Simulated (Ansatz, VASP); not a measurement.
One calculation of OsSe, two programs

INCAR

```
SYSTEM = OsSe
ALGO = Normal
EDIFF = 1E-7
ENCUT = 520
GGA = PS
ISIF = 2
ISMEAR = 0
ISPIN = 2
LASPH = .TRUE.
LCHARG = .FALSE.
LMAXMIX = 4
LORBIT = 11
LREAL = .FALSE.
LWAVE = .FALSE.
MAGMOM = 1 0
NBANDS = 18
NELM = 150
PREC = Accurate
SIGMA = 0.05
```

File KPOINTS:

```
k-points
0
G
  10 10 10
  0 0 0
```

File POSCAR:

```
OsSe
1.0
    0.0000000000      2.7347795838      2.7347795838
    2.7347795838      0.0000000000      2.7347795838
    2.7347795838      2.7347795838      0.0000000000
Os Se
1 1
Direct
    0.0000000000      0.0000000000      0.0000000000
    0.2500000000      0.2500000000      0.2500000000
```

Input for Ansatz:

```yaml
crystal:
  lattice:
    - [0.0, 2.7347795838, 2.7347795838]
    - [2.7347795838, 0.0, 2.7347795838]
    - [2.7347795838, 2.7347795838, 0.0]
  atoms:
    - { symbol: Os, position: [0.0, 0.0, 0.0], spin: 1.0 }
    - { symbol: Se, position: [0.25, 0.25, 0.25] }
basis:
  ecutwfc: 500
  ecutrho_ratio: 4
kpoints:
  mp_grid: { grid: [10, 10, 10] }
hamiltonian:
  xc: pbesol
scf:
  occupations: { method: gaussian, width: 0.05 }
output:
  forces: true
  stress: true
  write_density: true
  write_potential: true
  elf: true
  volumetric_format: npy
magnetization:
  spin_polarized: true
```

Alike in both runs: task single point; functional PBEsol; k mesh 10 × 10 × 10; occupations gaussian, width 0.05 eV; collinear spin.

```csv
,VASP,Ansatz
version,VASP 6.6.1,Ansatz 0.2.0
potentials or method,"VASP PAW PBE potentials, release 64 (Os, Se), cutoff 520 eV","scalar-relativistic, plane waves, PAW"
valence electrons in the cell,14,32
```

VASP gave:

| Property | Result |
| --- | --- |
| gap on the k mesh at the Fermi level (eV) | none |
| pressure (GPa) | -1.2 |
| net moment per atom (μB) | 0.00 |

Task: What did Ansatz give for the same quantities?

Result: gap on the k mesh at the Fermi level (eV): none; pressure (GPa): -2.0; net moment per atom (μB): 0.00.

VASP's potentials were made for PBE, not for PBEsol. A gap of «none» marks a metal or a gap that the smearing closes. The functional is the same, so the differences come from potentials, cutoffs and numerics. VASP's potentials hold 14 valence electrons a cell and Ansatz's 32, so a difference there can come from the potentials and not from the codes. Ansatz's warnings: seeded moment not kept.

Neither program's run includes spin-orbit coupling.
